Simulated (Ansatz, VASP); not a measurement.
## Two plane-wave programs on Rh

File POSCAR:

```
Rh
1.0
    0.0000000000      1.9372158744      1.9372158744
    1.9372158744      0.0000000000      1.9372158744
    1.9372158744      1.9372158744      0.0000000000
Rh
1
Direct
    0.0000000000      0.0000000000      0.0000000000
```

INCAR.step1

```
SYSTEM = Rh
PREC = Accurate
ENCUT = 520
ISMEAR = 0
SIGMA = 0.1
LREAL = .False.
LASPH = .True.
NELM = 100
NBANDS = 14
GGA = PE
ALGO = Normal
EDIFF = 1E-4
LWAVE = .True.
LCHARG = .False.
```

The input INCAR.step2:

```
SYSTEM = Rh
PREC = Accurate
ENCUT = 520
EDIFF = 1E-6
ISMEAR = 0
SIGMA = 0.1
LREAL = .False.
LASPH = .True.
NELM = 100
ALGO = Normal
ISIF = 2
LWAVE = .False.
LCHARG = .True.
METAGGA = R2SCAN
LMIXTAU = .True.
LELF = .True.
LVHAR = .True.
NBANDS = 14
ISTART = 1
```

KPOINTS

```
regular mesh
0
Gamma
  18 18 18
  0 0 0
```

Input for Ansatz:

```yaml
crystal:
  lattice:
    - [0.0, 1.9372158744, 1.9372158744]
    - [1.9372158744, 0.0, 1.9372158744]
    - [1.9372158744, 1.9372158744, 0.0]
  atoms:
    - { symbol: Rh, position: [0.0, 0.0, 0.0] }
basis:
  ecutwfc: 500
kpoints:
  mp_grid: { grid: [18, 18, 18] }
hamiltonian:
  xc: r2scan
scf:
  occupations: { method: gaussian, width: 0.1 }
output:
  forces: true
  stress: true
  eigenvalues: true
```

Alike in both runs: task single point; functional r2SCAN; k mesh 18 × 18 × 18; occupations gaussian, width 0.1 eV; no spin polarisation.

```csv
,VASP,Ansatz
version,VASP 6.6.1,Ansatz 0.2.0
potentials or method,"VASP PAW PBE potentials, release 64 (Rh_pv), cutoff 520 eV","scalar-relativistic, plane waves, PAW"
valence electrons in the cell,15,17
```

Ansatz gave:

```
gap on the k mesh at the Fermi level (eV) : none
pressure (GPa)                            : -14.1
```

Problem. Estimate VASP's values.

Solution. gap on the k mesh at the Fermi level (eV): none; pressure (GPa): -13.3.

VASP's potentials were made for PBE, not for r2SCAN. A gap of «none» marks a metal or a gap that the smearing closes. VASP's potentials hold 15 valence electrons a cell and Ansatz's 17, so a difference there can come from the potentials and not from the codes.
